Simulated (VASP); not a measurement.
## BeCdS4: single point with PBE

The system is BeCdS4.

```
CELL_PARAMETERS angstrom
-4.20022 4.20022 1.63640
4.20022 -4.20022 1.63640
4.20022 4.20022 -1.63640
ATOMIC_POSITIONS crystal
Be 0.50000 0.50000 0.00000
Cd 0.25000 0.75000 0.50000
S 0.86062 0.86062 0.72124
S 0.13938 0.13938 0.27876
S 0.13938 0.86062 0.00000
S 0.86062 0.13938 0.00000
```

* Program: VASP 6.6.1
* Task: single point
* Functional: PBE
* Potentials or basis: VASP PAW PBE potentials, release 64 (Be, Cd, S)
* Cutoff: 520 eV
* k mesh: 4 × 4 × 4
* Occupations: gaussian, width 0.2 eV
* Spin: no spin polarisation
* Dipole correction: no
* Further INCAR settings: ALGO = Normal; EDIFF = 1e-06; NBANDS = 28

| Item | Value |
| --- | --- |
| Pressure | 0.1 GPa |
| Largest force | 0.078 eV/Å |
| Band gap on the k mesh | zero (band 19 reaches 4.97 eV, above the bottom of band 20 at 4.40 eV) |

Forces on the atoms (eV/Å):
```
Be   0.000  0.000  0.000
Cd   0.000  0.000  0.000
S    0.055  0.055  0.000
S   -0.055 -0.055  0.000
S    0.055 -0.055  0.000
S   -0.055  0.055  0.000
```

Levels at points of the mesh, in eV from the Fermi level:
```
           k point  band 15  band 16  band 17  band 18  band 19  band 20  band 21  band 22  band 23  band 24
(0.00, 0.00, 0.00)    -2.38    -1.55    -1.55    -1.28    -1.28     0.14     1.02     2.04     2.65     4.08
(0.50, 0.00, 0.00)    -4.31    -3.88    -2.10    -1.28    -0.16     0.95     1.43     1.45     2.19     3.23
(0.50, 0.50, 0.00)    -3.20    -1.53    -0.89    -0.01     0.46     0.62     0.63     1.22     2.91     3.34
(0.50, 0.50, 0.50)    -1.93    -1.00    -1.00    -0.88    -0.88     0.03     0.27     2.61     2.88     4.18
```

Run time: 29 s on 1 thread of Intel(R) Xeon(R) 6975P-C (Granite Rapids), with other jobs on the host, peak memory 0.33 GiB.

Caveat: the k points lie up to 0.52 Å⁻¹ apart.
